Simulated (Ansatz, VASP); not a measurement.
# Two plane-wave programs on Ta2AlN3

```
Ta Al N
1.0
     5.46033    0.00000    0.00000
    -2.73017    4.72879    0.00000
     0.00000    0.00000    2.83901
Ta Al N
2 1 3
Direct
  0.33333 0.66667 0.50000
  0.66667 0.33333 0.50000
  0.00000 0.00000 0.00000
  0.50000 0.00000 0.00000
  0.50000 0.50000 0.00000
  0.00000 0.50000 0.00000
```

Alike in both runs: task single point; functional PBE; k mesh 12 × 12 × 14; occupations gaussian, width 0.1 eV; no spin polarisation.

|  | VASP | Ansatz |
| --- | --- | --- |
| version | VASP 6.6.1 | Ansatz 0.2.0 |
| potentials or method | VASP PAW PBE potentials, release 64 (Ta_pv, Al, N), cutoff 520 eV | scalar-relativistic, plane waves, PAW |
| valence electrons in the cell | 40 | 44 |

Ansatz gave:

```
gap on the k mesh at the Fermi level (eV)                     : none
pressure (GPa)                                                : 0.0
traceless stress, the component that is largest in VASP (GPa) : -0.01
```

**Question.** Which values does VASP return?

**Answer.** gap on the k mesh at the Fermi level (eV): none; pressure (GPa): 0.6; traceless stress, the component that is largest in VASP (GPa): 0.21.

A gap of «none» marks a metal or a gap that the smearing closes. The functional is the same, so the differences come from potentials, cutoffs and numerics. VASP's potentials hold 40 valence electrons a cell and Ansatz's 44, so a difference there can come from the potentials and not from the codes.

Neither program's run includes spin-orbit coupling.
